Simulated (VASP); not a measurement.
# As (P6/mmm) in VASP: single point with PBE

Aim: the single point of As with PBE.

Program: VASP 6.6.1. These are calculated values, not measurements. Logs are shortened: lines on timing, memory, paths and dates and some standing lists are left out, and cuts for length are marked.

### 1 The cell of the first run

The structure is hexagonal, space group P6/mmm (No. 191). The conventional cell has a = 3.853 Å, b = 3.853 Å, c = 2.250 Å, α = 90.00°, β = 90.00°, γ = 120.00°. Within 3.0 Å of As (site symmetry 6/mmm) lie 14 As at 2.25 to 2.49 Å. As (site symmetry -6m2) has 11 As at 2.22 to 2.49 Å within 2.9 Å.

This isn't the form of As at room conditions, which is rhombohedral.

### 2 Single point, PBE

Contents of INCAR:

```
ALGO = Normal
EDIFF = 1E-6
ENCUT = 600
GGA = PE
GGA_COMPAT = False
ISIF = 2
ISMEAR = -1
LASPH = True
LCHARG = False
LREAL = False
LWAVE = False
NBANDS = 30
NELM = 120
PREC = Accurate
SIGMA = 0.1
```

Contents of KPOINTS:

```
k-points
0
Gamma
  8 8 10
```

Contents of POSCAR:

```
As
1.0
    3.8527617906      0.0000000000      0.0000000000
   -1.9263808953      3.3365895854      0.0000000000
    0.0000000000      0.0000000000      2.2502730613
As
3
Direct
    0.0000000000      0.0000000000      0.0000000000
    0.3333333333      0.6666666667      0.5000000000
    0.6666666667      0.3333333333      0.5000000000
```

Potentials or basis: VASP PAW PBE potentials, release 64 (As_d).

Launch:

```bash
$ cat potpaw_PBE.64/As_d/POTCAR > POTCAR
$ mpirun -np 1 vasp_std > vasp.out
```

OUTCAR:

```text
EDIFF = 1E-6
   ENCUT = 600
   GGA = PE
   ISIF = 2
   ISMEAR = -1
   LASPH = True
   LREAL = False
   NELM = 120
   PREC = Accurate

 ion  position               nearest neighbor table
   1  0.000  0.000  0.000-   2 2.49   3 2.49   2 2.49   3 2.49   3 2.49   3 2.49   2 2.49   2 2.49
                             3 2.49   3 2.49   2 2.49   2 2.49
   2  0.333  0.667  0.500-   3 2.22   3 2.22   3 2.22   1 2.49   1 2.49   1 2.49   1 2.49   1 2.49
                             1 2.49
   3  0.667  0.333  0.500-   2 2.22   2 2.22   2 2.22   1 2.49   1 2.49   1 2.49   1 2.49   1 2.49
                             1 2.49

  LATTYP: Found a hexagonal cell.
 ALAT       =     3.8527617906
 C/A-ratio  =     0.5840675296

  Lattice vectors:

 A1 = (   3.8527617906,   0.0000000000,   0.0000000000)
 A2 = (  -1.9263808953,   3.3365895854,   0.0000000000)
 A3 = (   0.0000000000,   0.0000000000,   2.2502730613)

Analysis of symmetry for initial positions (statically):
=====================================================================
 Subroutine PRICEL returns:
 Original cell was already a primitive cell.

 Routine SETGRP: Setting up the symmetry group for a
 hexagonal supercell.

 Subroutine GETGRP returns: Found 24 space group operations
 (whereof 24 operations were pure point group operations)
 out of a pool of 24 trial point group operations.

The static configuration has the point symmetry D_6h.

Analysis of symmetry for dynamics (positions and initial velocities):
=====================================================================
 Subroutine PRICEL returns:
 Original cell was already a primitive cell.

 Routine SETGRP: Setting up the symmetry group for a
 hexagonal supercell.

 Subroutine GETGRP returns: Found 24 space group operations
 (whereof 24 operations were pure point group operations)
 out of a pool of 24 trial point group operations.

The dynamic configuration has the point symmetry D_6h.

 Subroutine INISYM returns: Found 24 space group operations
 (whereof 24 operations are pure point group operations),
 and found     1 'primitive' translations

----------------------------------------------------------------------------------------

                                     Primitive cell

  volume of cell :      28.9275

  direct lattice vectors                    reciprocal lattice vectors
     3.852761791  0.000000000  0.000000000     0.259554069  0.149853612  0.000000000
    -1.926380895  3.336589585  0.000000000     0.000000000  0.299707223  0.000000000
     0.000000000  0.000000000  2.250273061     0.000000000  0.000000000  0.444390513

  length of vectors
     3.852761791  3.852761791  2.250273061     0.299707223  0.299707223  0.444390513

  position of ions in fractional coordinates (direct lattice)
     0.000000000  0.000000000  0.000000000
     0.333333333  0.666666667  0.500000000
     0.666666667  0.333333333  0.500000000

  ion indices of the primitive-cell ions
   primitive index   ion index
                 1           1
                 2           2
                 3           3

----------------------------------------------------------------------------------------

 KPOINTS: k-points

Automatic generation of k-mesh.
 Grid dimensions read from file:
 generate k-points for:    8    8   10

 Generating k-lattice:

  Cartesian coordinates                     Fractional coordinates (reciprocal lattice)
     0.032444259  0.018731701  0.000000000     0.125000000  0.000000000  0.000000000
     0.000000000  0.037463403  0.000000000     0.000000000  0.125000000  0.000000000
     0.000000000  0.000000000  0.044439051     0.000000000  0.000000000  0.100000000

  Length of vectors
     0.037463403  0.037463403  0.044439051

  Shift w.r.t. Gamma in fractional coordinates (k-lattice)
     0.000000000  0.000000000  0.000000000

 Subroutine IBZKPT returns following result:
 ===========================================

 Found     60 irreducible k-points:

 Following reciprocal coordinates:
            Coordinates               Weight
  0.000000  0.000000  0.000000      1.000000
  0.125000  0.000000  0.000000      6.000000
  0.250000  0.000000  0.000000      6.000000
  0.375000  0.000000  0.000000      6.000000
  0.500000  0.000000  0.000000      3.000000
  0.125000  0.125000  0.000000      6.000000
[... 16 lines left out ...]
  0.250000  0.000000  0.200000     12.000000
  0.375000  0.000000  0.200000     12.000000
 [... further k-points ...]
   k-points           NKPTS =     60   k-points in BZ     NKDIM =     60   number of bands    NBANDS=     30
   number of dos      NEDOS =    301   number of ions     NIONS =      3
   total plane-waves  NPLWV =  18432
   dimension x,y,z NGX =    32 NGY =   32 NGZ =   18
   dimension x,y,z NGXF=    64 NGYF=   64 NGZF=   36
   ions per type =               3
   NGX,Y,Z   is equivalent  to a cutoff of  13.81, 13.81, 13.30 a.u.
   NGXF,Y,Z  is equivalent  to a cutoff of  27.62, 27.62, 26.60 a.u.
 SYSTEM =  unknown system
   PREC   = accura    normal or accurate (medium, high low for compatibility)
   ISTART =      0    job   : 0-new  1-cont  2-samecut
   ICHARG =      2    charge: 1-file 2-atom 10-const
   ISPIN  =      1    spin polarized calculation?
   LNONCOLLINEAR =      F non collinear calculations
   LSORBIT =      F    spin-orbit coupling
   LASPH  =      T    aspherical Exc in radial PAW
   ENCUT  =  600.0 eV  44.10 Ry    6.64 a.u.   7.69  7.69  4.49*2*pi/ulx,y,z
   NELM   =    120;   NELMIN=  2; NELMDL= -5     # of ELM steps
   EDIFF  = 0.1E-05   stopping-criterion for ELM
   LREAL  =      F    real-space projection
   EDIFFG = 0.1E-04   stopping-criterion for IOM
   NSW    =      0    number of steps for IOM
   IBRION =     -1    ionic relax: 0-MD 1-quasi-New 2-CG
   NFREE  =      0    steps in history (QN), initial steepest desc. (CG)
   ISIF   =      2    stress and relaxation
   ISYM   =      2    0-nonsym 1-usesym 2-fastsym
   POTIM  = 0.5000    time-step for ionic-motion
   TEBEG  =    0.0;   TEEND  =   0.0 temperature during run
   PSTRESS=    0.0 pullay stress
   NELECT =      45.0000    total number of electrons
   NUPDOWN=      -1.0000    fix difference up-down
   EMIN   =  10.00;   EMAX   =-10.00  energy-range for DOS
   EFERMI =   0.00;   METHOD = LEGACY
   ISMEAR =    -1;   SIGMA  =   0.10  broadening in eV -4-tet -1-fermi 0-gaus
   EFERMI_NEDOS =   21; number of points for ismear=-14 and -15
   IALGO  =     38    algorithm
   IMIX   =      4    mixing-type and parameters
     AMIX     =   0.40;   BMIX     =  1.00
     AMIX_MAG =   1.60;   BMIX_MAG =  1.00
  volume/ion in A,a.u.               =       9.64        65.07
  Fermi-wavevector in a.u.,A,eV,Ry     =   1.896891  3.584603 48.956400  3.598194
  Thomas-Fermi vector in A             =   2.936804
   LORBIT       =      0    0 simple, 1 ext, 2 COOP (PROOUT), +10 PAW based schemes
   GGA     = PE    functional components
   LHFCALC =     F    Hartree Fock is set to
   AEXX    =    0.0000 exact exchange contribution
   IVDW    =     0    specifies the selected vdW correction
   LEPSILON=     F    determine dielectric tensor
   LRPA    =     F    only Hartree local field effects (RPA)
 non-spin polarized calculation
  energy-cutoff  :      600.00
  volume of cell :       28.93
 maximum number of plane-waves:       987
 NGX is ok and might be reduce to    32
   NGX = 15   NGY = 15   NGZ =  9

 number of electron      44.9999993 magnetization

 Free energy of the ion-electron system (eV)
  ---------------------------------------------------
  ext. energy  EPLUGINS =         0.00000000
  ---------------------------------------------------
  free energy    TOTEN  =        -0.66876866 eV

  energy without entropy =       -0.64780621  energy(sigma->0) =       -0.65828744

 E-fermi :  13.5383     XC(G=0): -15.5647

 val. band max:       13.4989260967   @ k =   0.1250   0.1250   0.5000
 cond. band min:      13.6907721339   @ k =   0.1250   0.1250   0.4000
 fundamental gap:      0.1918460373
 Fermi energy:        13.5383351302

 k-point     1 :       0.0000    0.0000    0.0000
  band No.  band energies     occupation
      1     -24.3250      2.00000
      2     -24.1058      2.00000
      3     -24.0461      2.00000
      4     -24.0461      2.00000
      5     -23.9021      2.00000
      6     -23.9021      2.00000
[... 22 lines left out ...]
     29      31.1380      0.00000
     30      31.1387      0.00000

 k-point     2 :       0.1250    0.0000    0.0000
  band No.  band energies     occupation
      1     -24.3198      2.00000
      2     -24.1308      2.00000
      3     -24.0705      2.00000
      4     -24.0408      2.00000
      5     -23.8968      2.00000
      6     -23.8834      2.00000
[... 22 lines left out ...]
     29      29.4062      0.00000
     30      30.3160      0.00000

 k-point     3 :       0.2500    0.0000    0.0000
  band No.  band energies     occupation
      1     -24.3055      2.00000
      2     -24.1776      2.00000
      3     -24.1124      2.00000
      4     -24.0470      2.00000
      5     -23.8938      2.00000
      6     -23.8865      2.00000
[... 22 lines left out ...]
     29      28.4597      0.00000
     30      29.4278      0.00000

 k-point     4 :       0.3750    0.0000    0.0000
  band No.  band energies     occupation
      1     -24.2856      2.00000
      2     -24.2230      2.00000
      3     -24.1434      2.00000
      4     -24.0599      2.00000
      5     -23.9035      2.00000
      6     -23.8846      2.00000
[... 616 lines left out ...]
     29      25.6888      0.00000
     30      27.1067      0.00000

 k-point    23 :       0.2500    0.0000    0.2000
  band No.  band energies     occupation
      1     -24.1657      2.00000
      2     -24.1106      2.00000
      3     -24.1008      2.00000
      4     -23.9829      2.00000
      5     -23.9654      2.00000
      6     -23.9254      2.00000
[... 22 lines left out ...]
     29      26.9138      0.00000
     30      27.2981      0.00000

 k-point    24 :       0.3750    0.0000    0.2000
  band No.  band energies     occupation
      1     -24.1737      2.00000
      2     -24.1414      2.00000
      3     -24.1186      2.00000
      4     -23.9819      2.00000
      5     -23.9546      2.00000
      6     -23.9298      2.00000
[... 22 lines left out ...]
     29      26.9644      0.00000
     30      29.8532      0.00000

 [... further k-points ...]

------------------------ aborting loop because EDIFF is reached ----------------------------------------

  FORCE on cell =-STRESS in cart. coord.  units (eV):
  Direction    XX          YY          ZZ          XY          YZ          ZX
  --------------------------------------------------------------------------------------
  -------------------------------------------------------------------------------------
  Total       44.7945639     44.7945639     44.6646633      0.0000000     -0.0000000     -0.0000000
  in kB     2480.9940685   2480.9940686   2473.7993854      0.0000000     -0.0000000     -0.0000000
  external PRESSURE =    2478.5958408 kB  Pullay stress =       0.0000000 kB

 VOLUME and BASIS-vectors are now :
 -----------------------------------------------------------------------------
  energy-cutoff  :      600.00
  volume of cell :       28.93
      direct lattice vectors                 reciprocal lattice vectors
     3.852761791  0.000000000  0.000000000     0.259554069  0.149853612  0.000000000
    -1.926380895  3.336589585  0.000000000     0.000000000  0.299707223  0.000000000
     0.000000000  0.000000000  2.250273061     0.000000000  0.000000000  0.444390513

 POSITION                                       TOTAL-FORCE (eV/Angst)
 -----------------------------------------------------------------------------------
      0.00000      0.00000      0.00000         0.000000      0.000000      0.000000
     -0.00000      2.22439      1.12514         0.000000      0.000000      0.000000
      1.92638      1.11220      1.12514        -0.000000      0.000000     -0.000000
 -----------------------------------------------------------------------------------
    total drift:                               -0.000000      0.000000      0.000000

  FREE ENERGIE OF THE ION-ELECTRON SYSTEM (eV)
  ---------------------------------------------------
  free  energy   TOTEN  =        -0.6687686629 eV

  energy  without entropy=       -0.6478062102  energy(sigma->0) =       -0.65828744
```

It took 52 s on 1 thread of AMD EPYC 7R13 (Zen 3), shared host; peak memory 0.15 GiB.

What came out:

```yaml
Free_energy: -0.6688 eV
Pressure: 247.9 GPa
Band_gap_on_the_k_mesh: zero (an odd number of electrons rules out a gap without spin polarisation)
```

Caveat: the cell stands under pressure.

The gap in the log of VASP goes by the Fermi energy; the results here count the filled bands.